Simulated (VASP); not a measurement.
# Sb (R-3m) in VASP: single point with PBE

Aim: the single point of Sb with PBE.

Everything below comes from runs of VASP 6.6.1. Logs are shortened: lines on timing, memory, paths and dates and some standing lists are left out, and cuts for length are marked.

## Step 1: The cell of the first run

The structure is trigonal, space group R-3m (No. 166). The conventional cell has a = 4.259 Å, b = 4.259 Å, c = 10.648 Å, α = 90.00°, β = 90.00°, γ = 120.00°. Within 3.8 Å of Sb (site symmetry 3m) lie 6 Sb at 2.91 to 3.17 Å.

## Step 2: Single point, PBE

Contents of INCAR:

```
SYSTEM = Sb
PREC = Accurate ; ENCUT = 500
EDIFF = 1E-6 ; ISMEAR = 0
SIGMA = 0.1 ; LREAL = .FALSE.
LASPH = .TRUE. ; NELM = 120
ALGO = Normal ; ISIF = 2
LWAVE = .FALSE. ; LCHARG = .FALSE.
GGA = PE ; NBANDS = 12
GGA_COMPAT = .FALSE.
```

Contents of KPOINTS:

```
regular mesh
0
G
  12 12 12
  0 0 0
```

Contents of POSCAR:

```
Sb
1.0
    2.1293193523      1.2293631012      3.5492623383
   -2.1293193523      1.2293631012      3.5492623383
    0.0000000000     -2.4587262025      3.5492623383
Sb
2
Direct
    0.2396673465      0.2396673465      0.2396673465
    0.7603326535      0.7603326535      0.7603326535
```

Potentials or basis: VASP PAW PBE potentials, release 64 (Sb).

Run with:

```bash
$ cat potpaw_PBE.64/Sb/POTCAR > POTCAR
$ mpirun -np 1 vasp_std > vasp.out
```

OUTCAR:

```text
SYSTEM = Sb
   PREC = Accurate
   ENCUT = 500
   EDIFF = 1E-6
   ISMEAR = 0
   LREAL = .FALSE.
   LASPH = .TRUE.
   NELM = 120
   ISIF = 2
   GGA = PE

 ion  position               nearest neighbor table
   1  0.240  0.240  0.240-   2 2.91   2 2.91   2 2.91   2 3.17   2 3.17   2 3.17
   2  0.760  0.760  0.760-   1 2.91   1 2.91   1 2.91   1 3.17   1 3.17   1 3.17

  LATTYP: Found a trigonal (rhomboedric) cell.
 ALAT       =     4.3177074571
 COS(alpha) =     0.5135870032

  Lattice vectors:

 A1 = (   2.1293193523,   1.2293631012,   3.5492623383)
 A2 = (  -2.1293193523,   1.2293631012,   3.5492623383)
 A3 = (   0.0000000000,  -2.4587262025,   3.5492623383)

Analysis of symmetry for initial positions (statically):
=====================================================================
 Subroutine PRICEL returns:
 Original cell was already a primitive cell.

 Routine SETGRP: Setting up the symmetry group for a
 trigonal (rhombohedral) supercell.

 Subroutine GETGRP returns: Found 12 space group operations
 (whereof 12 operations were pure point group operations)
 out of a pool of 12 trial point group operations.

The static configuration has the point symmetry D_3d.

Analysis of symmetry for dynamics (positions and initial velocities):
=====================================================================
 Subroutine PRICEL returns:
 Original cell was already a primitive cell.

 Routine SETGRP: Setting up the symmetry group for a
 trigonal (rhombohedral) supercell.

 Subroutine GETGRP returns: Found 12 space group operations
 (whereof 12 operations were pure point group operations)
 out of a pool of 12 trial point group operations.

The dynamic configuration has the point symmetry D_3d.

 Subroutine INISYM returns: Found 12 space group operations
 (whereof 12 operations are pure point group operations),
 and found     1 'primitive' translations

----------------------------------------------------------------------------------------

                                     Primitive cell

  volume of cell :      55.7456

  direct lattice vectors                    reciprocal lattice vectors
     2.129319352  1.229363101  3.549262338     0.234816820  0.135571554  0.093916229
    -2.129319352  1.229363101  3.549262338    -0.234816820  0.135571554  0.093916229
     0.000000000 -2.458726202  3.549262338     0.000000000 -0.271143109  0.093916229

  length of vectors
     4.317707457  4.317707457  4.317707457     0.286947458  0.286947458  0.286947458

  position of ions in fractional coordinates (direct lattice)
     0.239667346  0.239667346  0.239667346
     0.760332654  0.760332654  0.760332654

  ion indices of the primitive-cell ions
   primitive index   ion index
                 1           1
                 2           2

----------------------------------------------------------------------------------------

 KPOINTS: regular mesh

Automatic generation of k-mesh.
 Grid dimensions read from file:
 generate k-points for:   12   12   12

 Generating k-lattice:

  Cartesian coordinates                     Fractional coordinates (reciprocal lattice)
     0.019568068  0.011297630  0.007826352     0.083333333 -0.000000000 -0.000000000
    -0.019568068  0.011297630  0.007826352    -0.000000000  0.083333333 -0.000000000
     0.000000000 -0.022595259  0.007826352     0.000000000  0.000000000  0.083333333

  Length of vectors
     0.023912288  0.023912288  0.023912288

  Shift w.r.t. Gamma in fractional coordinates (k-lattice)
     0.000000000  0.000000000  0.000000000

 Subroutine IBZKPT returns following result:
 ===========================================

 Found    189 irreducible k-points:

 Following reciprocal coordinates:
            Coordinates               Weight
  0.000000  0.000000  0.000000      1.000000
  0.083333 -0.000000 -0.000000      6.000000
  0.166667  0.000000  0.000000      6.000000
  0.250000  0.000000  0.000000      6.000000
  0.333333 -0.000000  0.000000      6.000000
  0.416667 -0.000000  0.000000      6.000000
[... 16 lines left out ...]
  0.500000  0.166667 -0.000000     12.000000
 -0.416667  0.166667  0.000000     12.000000
 [... further k-points ...]
   k-points           NKPTS =    189   k-points in BZ     NKDIM =    189   number of bands    NBANDS=     12
   number of dos      NEDOS =    301   number of ions     NIONS =      2
   total plane-waves  NPLWV =  32768
   dimension x,y,z NGX =    32 NGY =   32 NGZ =   32
   dimension x,y,z NGXF=    64 NGYF=   64 NGZF=   64
   ions per type =               2
   NGX,Y,Z   is equivalent  to a cutoff of  12.32, 12.32, 12.32 a.u.
   NGXF,Y,Z  is equivalent  to a cutoff of  24.64, 24.64, 24.64 a.u.
 SYSTEM =  Sb
   PREC   = accura    normal or accurate (medium, high low for compatibility)
   ISTART =      0    job   : 0-new  1-cont  2-samecut
   ICHARG =      2    charge: 1-file 2-atom 10-const
   ISPIN  =      1    spin polarized calculation?
   LNONCOLLINEAR =      F non collinear calculations
   LSORBIT =      F    spin-orbit coupling
   LASPH  =      T    aspherical Exc in radial PAW
   ENCUT  =  500.0 eV  36.75 Ry    6.06 a.u.   7.87  7.87  7.87*2*pi/ulx,y,z
   NELM   =    120;   NELMIN=  2; NELMDL= -5     # of ELM steps
   EDIFF  = 0.1E-05   stopping-criterion for ELM
   LREAL  =      F    real-space projection
   EDIFFG = 0.1E-04   stopping-criterion for IOM
   NSW    =      0    number of steps for IOM
   IBRION =     -1    ionic relax: 0-MD 1-quasi-New 2-CG
   NFREE  =      0    steps in history (QN), initial steepest desc. (CG)
   ISIF   =      2    stress and relaxation
   ISYM   =      2    0-nonsym 1-usesym 2-fastsym
   POTIM  = 0.5000    time-step for ionic-motion
   TEBEG  =    0.0;   TEEND  =   0.0 temperature during run
   PSTRESS=    0.0 pullay stress
   NELECT =      10.0000    total number of electrons
   NUPDOWN=      -1.0000    fix difference up-down
   EMIN   =  10.00;   EMAX   =-10.00  energy-range for DOS
   EFERMI =   0.00;   METHOD = LEGACY
   ISMEAR =     0;   SIGMA  =   0.10  broadening in eV -4-tet -1-fermi 0-gaus
   EFERMI_NEDOS =   21; number of points for ismear=-14 and -15
   IALGO  =     38    algorithm
   IMIX   =      4    mixing-type and parameters
     AMIX     =   0.40;   BMIX     =  1.00
     AMIX_MAG =   1.60;   BMIX_MAG =  1.00
  volume/ion in A,a.u.               =      27.87       188.09
  Fermi-wavevector in a.u.,A,eV,Ry     =   0.923290  1.744765 11.598479  0.852464
  Thomas-Fermi vector in A             =   2.048910
   LORBIT       =      0    0 simple, 1 ext, 2 COOP (PROOUT), +10 PAW based schemes
   GGA     = PE    functional components
   LHFCALC =     F    Hartree Fock is set to
   AEXX    =    0.0000 exact exchange contribution
   IVDW    =     0    specifies the selected vdW correction
   LEPSILON=     F    determine dielectric tensor
   LRPA    =     F    only Hartree local field effects (RPA)
 non-spin polarized calculation
 Gauss-broadening in eV      SIGMA  =   0.10
  energy-cutoff  :      500.00
  volume of cell :       55.75
 maximum number of plane-waves:      1431
   NGX = 15   NGY = 15   NGZ = 15

 number of electron      10.0000000 magnetization

 number of electron       9.9999999 magnetization

 Free energy of the ion-electron system (eV)
  ---------------------------------------------------
  ext. energy  EPLUGINS =         0.00000000
  ---------------------------------------------------
  free energy    TOTEN  =        -8.14166791 eV

  energy without entropy =       -8.13956463  energy(sigma->0) =       -8.14061627

 E-fermi :   8.1689     XC(G=0):  -9.9010

 val. band max:        8.0933713989   @ k =   0.2500   0.1667   0.0833
 cond. band min:       8.1718520215   @ k =   0.4167   0.4167   0.4167
 fundamental gap:      0.0784806226
 Fermi energy:         8.1689184005

 k-point     1 :       0.0000    0.0000    0.0000
  band No.  band energies     occupation
      1      -4.9550      2.00000
      2       3.9660      2.00000
      3       6.2264      2.00000
      4       6.2923      2.00000
      5       6.2923      2.00000
      6      10.9830      0.00000
      7      11.3256      0.00000
      8      11.3256      0.00000
      9      12.9827      0.00000
     10      12.9827      0.00000
     11      13.1433      0.00000
     12      14.7411      0.00000

 k-point     2 :       0.0833   -0.0000   -0.0000
  band No.  band energies     occupation
      1      -4.8733      2.00000
      2       3.4531      2.00000
      3       6.2433      2.00000
      4       6.2936      2.00000
      5       6.6133      2.00000
      6      10.8001      0.00000
      7      11.0242      0.00000
      8      11.0855      0.00000
      9      12.7615      0.00000
     10      13.0508      0.00000
     11      13.0909      0.00000
     12      15.3321      0.00000

 k-point     3 :       0.1667    0.0000    0.0000
  band No.  band energies     occupation
      1      -4.6285      2.00000
      2       2.4017      2.00000
      3       6.2791      2.00000
      4       6.3070      2.00000
      5       7.1223      2.00000
      6      10.2435      0.00000
      7      10.3267      0.00000
      8      10.5179      0.00000
      9      12.7197      0.00000
     10      13.3242      0.00000
     11      13.4269      0.00000
     12      16.5926      0.00000
[... 286 lines left out ...]
 k-point    23 :       0.5000    0.1667   -0.0000
  band No.  band energies     occupation
      1      -2.4868      2.00000
      2      -1.1663      2.00000
      3       4.6430      2.00000
      4       5.6679      2.00000
      5       6.1743      2.00000
      6       9.7390      0.00000
      7      10.2264      0.00000
      8      11.2152      0.00000
      9      13.6914      0.00000
     10      16.7029      0.00000
     11      17.2964      0.00000
     12      17.8795      0.00000

 k-point    24 :      -0.4167    0.1667    0.0000
  band No.  band energies     occupation
      1      -2.1825      2.00000
      2      -1.5349      2.00000
      3       4.3696      2.00000
      4       6.0258      2.00000
      5       6.5231      2.00000
      6       9.1607      0.00000
      7       9.8244      0.00000
      8      11.5988      0.00000
      9      14.9992      0.00000
     10      15.3706      0.00000
     11      15.9584      0.00000
     12      19.0350      0.00000

 [... further k-points ...]

------------------------ aborting loop because EDIFF is reached ----------------------------------------

  FORCE on cell =-STRESS in cart. coord.  units (eV):
  Direction    XX          YY          ZZ          XY          YZ          ZX
  --------------------------------------------------------------------------------------
  -------------------------------------------------------------------------------------
  Total        2.2649248      2.2649248      2.2430148      0.0000000     -0.0000000      0.0000000
  in kB       65.0959602     65.0959602     64.4662467      0.0000000     -0.0000000      0.0000000
  external PRESSURE =      64.8860557 kB  Pullay stress =       0.0000000 kB

 VOLUME and BASIS-vectors are now :
 -----------------------------------------------------------------------------
  energy-cutoff  :      500.00
  volume of cell :       55.75
      direct lattice vectors                 reciprocal lattice vectors
     2.129319352  1.229363101  3.549262338     0.234816820  0.135571554  0.093916229
    -2.129319352  1.229363101  3.549262338    -0.234816820  0.135571554  0.093916229
     0.000000000 -2.458726202  3.549262338     0.000000000 -0.271143109  0.093916229

 POSITION                                       TOTAL-FORCE (eV/Angst)
 -----------------------------------------------------------------------------------
      0.00000     -0.00000      2.55193         0.000000     -0.000000      0.036261
      0.00000     -0.00000      8.09586         0.000000      0.000000     -0.036261
 -----------------------------------------------------------------------------------
    total drift:                                0.000000     -0.000000     -0.000000

  FREE ENERGIE OF THE ION-ELECTRON SYSTEM (eV)
  ---------------------------------------------------
  free  energy   TOTEN  =        -8.1416679128 eV

  energy  without entropy=       -8.1395646301  energy(sigma->0) =       -8.14061627
```

Wall time 93 s (1 thread of Intel Xeon 8259CL, shared host); peak memory 0.22 GiB.

What came out:

| Property | Result |
| --- | --- |
| Free energy | -8.1417 eV |
| Pressure | 6.5 GPa |
| Largest force | 0.036 eV/Å |
| Band gap on the k mesh | zero (bands 5 and 6 overlap by 0.58 eV) |

Forces on the atoms (eV/Å):
```
Sb   0.000  0.000  0.036
Sb   0.000  0.000 -0.036
```

Caveat: the cell stands under pressure; spin-orbit coupling is left out, which moves the levels of the heavy elements.

The gap in the log of VASP goes by the Fermi energy; the results here count the filled bands.